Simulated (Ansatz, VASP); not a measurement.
# CaSe in VASP and in Ansatz

```
Ca Se
1.0
     0.00000    2.99650    2.87664
     2.99650    0.00000    2.87664
     2.99650    2.99650    0.00000
Ca Se
1 1
Direct
  0.00000 0.00000 0.00000
  0.50000 0.50000 0.50000
```

Alike in both runs: task single point; functional PBEsol; k mesh 10 × 10 × 10; occupations gaussian, width 0.05 eV; no spin polarisation.

```csv
,VASP,Ansatz
version,VASP 6.6.1,Ansatz 0.2.0
potentials or method,"VASP PAW PBE potentials, release 64 (Ca_sv, Se), cutoff 520 eV","scalar-relativistic, plane waves, PAW"
valence electrons in the cell,16,26
```

VASP gave:

* gap on the k mesh at the Fermi level (eV): 1.89
* least direct gap on the mesh (eV): 2.79
* pressure (GPa): -0.7
* traceless stress, the component that is largest in VASP (GPa): 2.67

What did Ansatz give for the same quantities?

gap on the k mesh at the Fermi level (eV): 1.91; least direct gap on the mesh (eV): 2.80; pressure (GPa): -0.9; traceless stress, the component that is largest in VASP (GPa): 2.63.

VASP's potentials were made for PBE, not for PBEsol. VASP's potentials hold 16 valence electrons a cell and Ansatz's 26, so a difference there can come from the potentials and not from the codes.
